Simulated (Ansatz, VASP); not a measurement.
# C: VASP beside Ansatz

The input INCAR:

```
SYSTEM = C
PREC = Accurate
ENCUT = 520
EDIFF = 1E-7
ISMEAR = -1
SIGMA = 0.05
LREAL = .FALSE.
LASPH = .TRUE.
NELM = 100
ALGO = Normal
ISIF = 2
LWAVE = .FALSE.
LCHARG = .FALSE.
GGA = PE
NBANDS = 26
```

Contents of KPOINTS:

```
Automatic mesh
0
G
  12 12 4
  0 0 0
```

The input POSCAR:

```
C
1.0
    2.5221000000      0.0000000000      0.0000000000
   -1.2610500000      2.1842026709      0.0000000000
    0.0000000000      0.0000000000      8.2371000000
C
8
Direct
    0.6871320000      0.3510970000      0.8484020000
    0.3384920000      0.6812140000      0.3448280000
    0.6490750000      0.3110160000      0.6528390000
    0.3401640000      0.6596720000      0.1531050000
    0.0017330000      0.0025270000      0.9115580000
   -0.0097080000     -0.0044340000      0.3964780000
    0.0180260000      0.0144900000      0.5898660000
    0.0047560000      0.0002400000      0.0906410000
```

Contents of input.yaml:

```yaml
crystal:
  lattice:
    - [2.5221, 0.0, 0.0]
    - [-1.26105, 2.1842026709, 0.0]
    - [0.0, 0.0, 8.2371]
  atoms:
    - { symbol: C, position: [0.687132, 0.351097, 0.848402] }
    - { symbol: C, position: [0.338492, 0.681214, 0.344828] }
    - { symbol: C, position: [0.649075, 0.311016, 0.652839] }
    - { symbol: C, position: [0.340164, 0.659672, 0.153105] }
    - { symbol: C, position: [0.001733, 0.002527, 0.911558] }
    - { symbol: C, position: [-0.009708, -0.004434, 0.396478] }
    - { symbol: C, position: [0.018026, 0.01449, 0.589866] }
    - { symbol: C, position: [0.004756, 0.00024, 0.090641] }
kpoints:
  mp_grid: { grid: [12, 12, 4] }
scf:
  occupations: { method: fermi_dirac, width: 0.05 }
hamiltonian:
  xc: pbe
  pseudopotentials: { kind: all_electron, lapw: { basis_error: 0.001 } }
output:
  forces: true
  stress: true
  eigenvalues: true
  populations: true
```

Change from the starting cell: atoms moved at random, drawn with an rms of 0.05 Å.

Alike in both runs: task single point; functional PBE; k mesh 12 × 12 × 4; occupations fermi-dirac, width 0.05 eV; no spin polarisation.

|  | VASP | Ansatz |
| --- | --- | --- |
| version | VASP 6.6.1 | Ansatz 0.2.0 |
| potentials or method | VASP PAW PBE potentials, release 64 (C), cutoff 520 eV | all-electron LAPW, scalar-relativistic |

Ansatz gave:

* gap on the k mesh at the Fermi level (eV): 3.70
* least direct gap on the mesh (eV): 4.20
* pressure (GPa): 4.5
* traceless stress, the component that is largest in VASP (GPa): 7.70
* rms of the force components (eV/Å): 1.586

Task: Estimate VASP's values.

Result: gap on the k mesh at the Fermi level (eV): 3.69; least direct gap on the mesh (eV): 4.19; pressure (GPa): 5.2; traceless stress, the component that is largest in VASP (GPa): 7.62; rms of the force components (eV/Å): 1.593.

Atom by atom the forces differ by 0.009 eV/Å (rms over components). Ansatz ran all-electron here, and VASP with PAW potentials.
